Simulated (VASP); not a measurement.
# HfNbTe4 (P-3m1) in VASP: relaxation of cell and atoms with PBE

Aim: the relaxation of cell and atoms of HfNbTe4 with PBE.

All numbers are computed with VASP 6.6.1; they aren't measurements. Logs are shortened: lines on timing, memory, paths and dates and some standing lists are left out, and cuts for length are marked.

**1. The cell of the first run**

The structure is trigonal, space group P-3m1 (No. 164). The conventional cell has a = 3.831 Å, b = 3.831 Å, c = 14.271 Å, α = 90.00°, β = 90.00°, γ = 120.00°. Hf (site symmetry -3m) has 6 Te at 2.87 Å and 6 Hf at 3.83 Å within 3.9 Å. Within 3.9 Å of Nb (site symmetry -3m) lie 6 Te at 2.84 Å and 6 Nb at 3.83 Å. Te (site symmetry 3m) has 3 Hf at 2.87 Å and 6 Te at 3.83 Å within 3.9 Å. Within 3.9 Å of Te (site symmetry 3m) lie 3 Nb at 2.84 Å and 6 Te at 3.83 Å.

The cell was generated, and may not be a known phase.

**2. Relaxation of cell and atoms, PBE**

The input, INCAR:

```
  PREC = Accurate
  ENCUT = 600
  EDIFF = 1E-6
  ISMEAR = 0
  SIGMA = 0.1
  LREAL = F
  LASPH = T
  NELM = 100
  ALGO = Normal
  ISIF = 3
  LWAVE = F
  LCHARG = F
  GGA = PE
  IBRION = 2
  NSW = 100
  EDIFFG = -0.01
```

The input, KPOINTS:

```
Automatic mesh
0
Gamma
  12 12 4
```

The input, POSCAR:

```
HfNbTe4
1.0
    3.8312808990      0.0000000000      0.0000000000
   -1.9156404495      3.3179865876      0.0000000000
    0.0000000000      0.0000000000     14.2713445855
Hf Nb Te
1 1 4
Direct
    0.0000000000      0.0000000000      0.5000000000
    0.0000000000      0.0000000000      0.0000000000
    0.6666666667      0.3333333333      0.6285777769
    0.6666666667      0.3333333333      0.1245520764
    0.3333333333      0.6666666667      0.8754479236
    0.3333333333      0.6666666667      0.3714222231
```

Potentials or basis: VASP PAW PBE potentials, release 64 (Hf_pv, Nb_sv, Te).

Started as:

```bash
cat potpaw_PBE.64/Hf_pv/POTCAR potpaw_PBE.64/Nb_sv/POTCAR potpaw_PBE.64/Te/POTCAR > POTCAR
mpirun -np 1 vasp_std > vasp.out
```

OUTCAR:

```text
PREC = Accurate
   ENCUT = 600
   EDIFF = 1E-6
   ISMEAR = 0
   LREAL = F
   LASPH = T
   NELM = 100
   ISIF = 3
   GGA = PE
   IBRION = 2
   NSW = 100
   EDIFFG = -0.01

 ion  position               nearest neighbor table
   1  0.000  0.000  0.500-   3 2.87   6 2.87   3 2.87   6 2.87   3 2.87   6 2.87
   2  0.000  0.000  0.000-   4 2.84   5 2.84   4 2.84   5 2.84   4 2.84   5 2.84
   3  0.667  0.333  0.629-   1 2.87   1 2.87   1 2.87
   4  0.667  0.333  0.125-   2 2.84   2 2.84   2 2.84
   5  0.333  0.667  0.875-   2 2.84   2 2.84   2 2.84
   6  0.333  0.667  0.371-   1 2.87   1 2.87   1 2.87

  LATTYP: Found a hexagonal cell.
 ALAT       =     3.8312808990
 C/A-ratio  =     3.7249538631

  Lattice vectors:

 A1 = (   3.8312808990,   0.0000000000,   0.0000000000)
 A2 = (  -1.9156404495,   3.3179865876,   0.0000000000)
 A3 = (   0.0000000000,   0.0000000000,  14.2713445855)

Analysis of symmetry for initial positions (statically):
=====================================================================
 Subroutine PRICEL returns:
 Original cell was already a primitive cell.

 Routine SETGRP: Setting up the symmetry group for a
 hexagonal supercell.

 Subroutine GETGRP returns: Found 12 space group operations
 (whereof 12 operations were pure point group operations)
 out of a pool of 24 trial point group operations.

The static configuration has the point symmetry D_3d.

Analysis of symmetry for dynamics (positions and initial velocities):
=====================================================================
 Subroutine PRICEL returns:
 Original cell was already a primitive cell.

 Routine SETGRP: Setting up the symmetry group for a
 hexagonal supercell.

 Subroutine GETGRP returns: Found 12 space group operations
 (whereof 12 operations were pure point group operations)
 out of a pool of 24 trial point group operations.

The dynamic configuration has the point symmetry D_3d.

 Subroutine INISYM returns: Found 12 space group operations
 (whereof 12 operations are pure point group operations),
 and found     1 'primitive' translations

----------------------------------------------------------------------------------------

                                     Primitive cell

  volume of cell :     181.4193

  direct lattice vectors                    reciprocal lattice vectors
     3.831280899  0.000000000  0.000000000     0.261009314  0.150693798  0.000000000
    -1.915640449  3.317986588  0.000000000     0.000000000  0.301387596  0.000000000
     0.000000000  0.000000000 14.271344585     0.000000000  0.000000000  0.070070482

  length of vectors
     3.831280899  3.831280899 14.271344585     0.301387596  0.301387596  0.070070482

  position of ions in fractional coordinates (direct lattice)
     0.000000000  0.000000000  0.500000000
     0.000000000  0.000000000  0.000000000
     0.666666667  0.333333333  0.628577777
     0.666666667  0.333333333  0.124552076
     0.333333333  0.666666667  0.875447924
     0.333333333  0.666666667  0.371422223

  ion indices of the primitive-cell ions
   primitive index   ion index
                 1           1
                 2           2
                 3           3
                 4           4
                 5           5
                 6           6

----------------------------------------------------------------------------------------

 KPOINTS: Automatic mesh

Automatic generation of k-mesh.
 Grid dimensions read from file:
 generate k-points for:   12   12    4

 Generating k-lattice:

  Cartesian coordinates                     Fractional coordinates (reciprocal lattice)
     0.021750776  0.012557816  0.000000000     0.083333333  0.000000000  0.000000000
     0.000000000  0.025115633  0.000000000     0.000000000  0.083333333  0.000000000
     0.000000000  0.000000000  0.017517621     0.000000000  0.000000000  0.250000000

  Length of vectors
     0.025115633  0.025115633  0.017517621

  Shift w.r.t. Gamma in fractional coordinates (k-lattice)
     0.000000000  0.000000000  0.000000000

 Subroutine IBZKPT returns following result:
 ===========================================

 Found     69 irreducible k-points:

 Following reciprocal coordinates:
            Coordinates               Weight
  0.000000  0.000000  0.000000      1.000000
  0.083333 -0.000000  0.000000      6.000000
  0.166667 -0.000000  0.000000      6.000000
  0.250000  0.000000  0.000000      6.000000
  0.333333  0.000000  0.000000      6.000000
  0.416667  0.000000  0.000000      6.000000
[... 16 lines left out ...]
  0.166667 -0.000000  0.250000      6.000000
  0.000000  0.166667  0.250000      6.000000
 [... further k-points ...]
   k-points           NKPTS =     69   k-points in BZ     NKDIM =     69   number of bands    NBANDS=     28
   number of dos      NEDOS =    301   number of ions     NIONS =      6
   total plane-waves  NPLWV = 122880
   dimension x,y,z NGX =    32 NGY =   32 NGZ =  120
   dimension x,y,z NGXF=    64 NGYF=   64 NGZF=  240
   ions per type =               1   1   4
   NGX,Y,Z   is equivalent  to a cutoff of  13.89, 13.89, 13.98 a.u.
   NGXF,Y,Z  is equivalent  to a cutoff of  27.77, 27.77, 27.96 a.u.
 SYSTEM =  unknown system
   PREC   = accura    normal or accurate (medium, high low for compatibility)
   ISTART =      0    job   : 0-new  1-cont  2-samecut
   ICHARG =      2    charge: 1-file 2-atom 10-const
   ISPIN  =      1    spin polarized calculation?
   LNONCOLLINEAR =      F non collinear calculations
   LSORBIT =      F    spin-orbit coupling
   LASPH  =      T    aspherical Exc in radial PAW
   ENCUT  =  600.0 eV  44.10 Ry    6.64 a.u.   7.65  7.65 28.50*2*pi/ulx,y,z
   NELM   =    100;   NELMIN=  2; NELMDL= -5     # of ELM steps
   EDIFF  = 0.1E-05   stopping-criterion for ELM
   LREAL  =      F    real-space projection
   EDIFFG = -.1E-01   stopping-criterion for IOM
   NSW    =    100    number of steps for IOM
   IBRION =      2    ionic relax: 0-MD 1-quasi-New 2-CG
   NFREE  =      1    steps in history (QN), initial steepest desc. (CG)
   ISIF   =      3    stress and relaxation
   ISYM   =      2    0-nonsym 1-usesym 2-fastsym
   POTIM  = 0.5000    time-step for ionic-motion
   TEBEG  =    0.0;   TEEND  =   0.0 temperature during run
   PSTRESS=    0.0 pullay stress
   NELECT =      47.0000    total number of electrons
   NUPDOWN=      -1.0000    fix difference up-down
   EMIN   =  10.00;   EMAX   =-10.00  energy-range for DOS
   EFERMI =   0.00;   METHOD = LEGACY
   ISMEAR =     0;   SIGMA  =   0.10  broadening in eV -4-tet -1-fermi 0-gaus
   EFERMI_NEDOS =   21; number of points for ismear=-14 and -15
   IALGO  =     38    algorithm
   IMIX   =      4    mixing-type and parameters
     AMIX     =   0.40;   BMIX     =  1.00
     AMIX_MAG =   1.60;   BMIX_MAG =  1.00
  volume/ion in A,a.u.               =      30.24       204.05
  Fermi-wavevector in a.u.,A,eV,Ry     =   1.043629  1.972173 14.818951  1.089162
  Thomas-Fermi vector in A             =   2.178347
   LORBIT       =      0    0 simple, 1 ext, 2 COOP (PROOUT), +10 PAW based schemes
   GGA     = PE    functional components
   LHFCALC =     F    Hartree Fock is set to
   AEXX    =    0.0000 exact exchange contribution
   IVDW    =     0    specifies the selected vdW correction
   LEPSILON=     F    determine dielectric tensor
   LRPA    =     F    only Hartree local field effects (RPA)
 conjugate gradient relaxation of ions
 non-spin polarized calculation
 Gauss-broadening in eV      SIGMA  =   0.10
  energy-cutoff  :      600.00
  volume of cell :      181.42
 maximum number of plane-waves:      6123
 NGX is ok and might be reduce to    32
   NGX = 15   NGY = 15   NGZ = 57

--------------------------------------- Ionic step        1  -------------------------------------------

 number of electron      46.9999998 magnetization

 Free energy of the ion-electron system (eV)
  ---------------------------------------------------
  ext. energy  EPLUGINS =         0.00000000
  ---------------------------------------------------
  free energy    TOTEN  =       -36.33928478 eV

  energy without entropy =      -36.32599173  energy(sigma->0) =      -36.33263826

------------------------ aborting loop because EDIFF is reached ----------------------------------------

  FORCE on cell =-STRESS in cart. coord.  units (eV):
  Direction    XX          YY          ZZ          XY          YZ          ZX
  --------------------------------------------------------------------------------------
  -------------------------------------------------------------------------------------
  Total       -0.3143252     -0.3143252      0.0819622      0.0000000     -0.0000000     -0.0000000
  in kB       -2.7759156     -2.7759156      0.7238368      0.0000000     -0.0000000     -0.0000000
  external PRESSURE =      -1.6093315 kB  Pullay stress =       0.0000000 kB
[... 145 lines left out ...]
  energy  without entropy=      -36.3271212691  energy(sigma->0) =      -36.33376687

--------------------------------------- Ionic step        5  -------------------------------------------

 number of electron      46.9999999 magnetization

 Free energy of the ion-electron system (eV)
  ---------------------------------------------------
  ext. energy  EPLUGINS =         0.00000000
  ---------------------------------------------------
  free energy    TOTEN  =       -36.34045114 eV

  energy without entropy =      -36.32718512  energy(sigma->0) =      -36.33381813

 E-fermi :   5.9258     XC(G=0):  -9.5181

 val. band max:        5.9096811233   @ k =   0.0833   0.0833   0.0000
 cond. band min:       5.9284941761   @ k =   0.1667   0.0833   0.5000
 fundamental gap:      0.0188130528
 Fermi energy:         5.9258127754

 k-point     1 :       0.0000    0.0000    0.0000
  band No.  band energies     occupation
      1     -49.6345      2.00000
      2     -25.6853      2.00000
      3     -25.6853      2.00000
      4     -25.6122      2.00000
      5     -25.3671      2.00000
      6     -25.3671      2.00000
[... 733 lines left out ...]
     27       7.0837      0.00000
     28       7.9325      0.00000

 [... further k-points ...]

------------------------ aborting loop because EDIFF is reached ----------------------------------------

  FORCE on cell =-STRESS in cart. coord.  units (eV):
  Direction    XX          YY          ZZ          XY          YZ          ZX
  --------------------------------------------------------------------------------------
  -------------------------------------------------------------------------------------
  Total       -0.0005242     -0.0005242     -0.0005780      0.0000000      0.0000000      0.0000000
  in kB       -0.0046490     -0.0046490     -0.0051258      0.0000000      0.0000000      0.0000000
  external PRESSURE =      -0.0048080 kB  Pullay stress =       0.0000000 kB
[... 21 lines left out ...]
  FREE ENERGIE OF THE ION-ELECTRON SYSTEM (eV)
  ---------------------------------------------------
  free  energy   TOTEN  =       -36.3404511448 eV

  energy  without entropy=      -36.3271851187  energy(sigma->0) =      -36.33381813

 reached required accuracy - stopping structural energy minimisation
```

Wall time 15 min (1 thread of Intel Xeon 6975P-C (Granite Rapids), shared host); peak memory 0.69 GiB.

What came out:

- Free energy: -36.3405 eV
- Relaxed volume: 30.11 Å³/atom
- Relaxed cell: a = 3.819 Å, b = 3.819 Å, c = 14.306 Å, α = 90.00°, β = 90.00°, γ = 120.00°
- Space group after relaxing (to 0.1 Å): P-3m1 (No. 164)
- Energy gained by relaxing: 0.2 meV/atom
- Ionic steps: 5
- Pressure after relaxing: 0.0 GPa
- Band gap on the k mesh: zero (an odd number of electrons rules out a gap without spin polarisation)

The path:
| step | energy change (eV) | largest force (eV/Å) | pressure (GPa) | volume (Å³) |
| --- | --- | --- | --- | --- |
| 1 | 0.0000 | 0.0076 | -0.16 | 181.42 |
| 2 | -0.0009 | 0.0331 | 0.09 | 180.62 |
| 3 | -0.0009 | 0.0347 | 0.10 | 180.58 |
| 4 | -0.0011 | 0.0138 | -0.03 | 180.70 |
| 5 | -0.0012 | 0.0012 | 0.00 | 180.67 |

Final structure:
```
Hf Nb Te
1.0
     3.81869    0.00000    0.00000
    -1.90934    3.30708    0.00000
     0.00000    0.00000   14.30612
Hf Nb Te
1 1 4
Direct
  0.00000 0.00000 0.50000
  0.00000 0.00000 0.00000
  0.66667 0.33333 0.62870
  0.66667 0.33333 0.12467
  0.33333 0.66667 0.87533
  0.33333 0.66667 0.37130
```

Levels at points of the mesh, in eV from the Fermi level:
```csv
k point,band 19,band 20,band 21,band 22,band 23,band 24,band 25,band 26,band 27,band 28
"(0.00, 0.00, 0.00)",-0.50,-0.07,-0.07,0.01,0.59,0.59,0.77,0.77,1.10,1.16
"(0.50, 0.00, 0.00)",-2.44,-2.01,-1.42,-0.98,-0.80,-0.70,-0.12,1.12,1.62,2.86
"(0.00, 0.00, 0.50)",-1.59,-0.07,-0.07,0.37,0.62,0.62,0.73,0.73,1.10,1.16
"(0.50, 0.00, 0.50)",-2.02,-1.96,-1.92,-0.89,-0.78,-0.70,-0.10,1.12,1.62,2.95
```

Caveat: spin-orbit coupling is left out, which moves the levels of the heavy elements; this functional lacks dispersion, which binds layers or chains, so the pressure and a relaxed spacing across them are unreliable; an odd number of electrons without spin polarisation forces a metal; a magnetic or distorted state may lie lower.
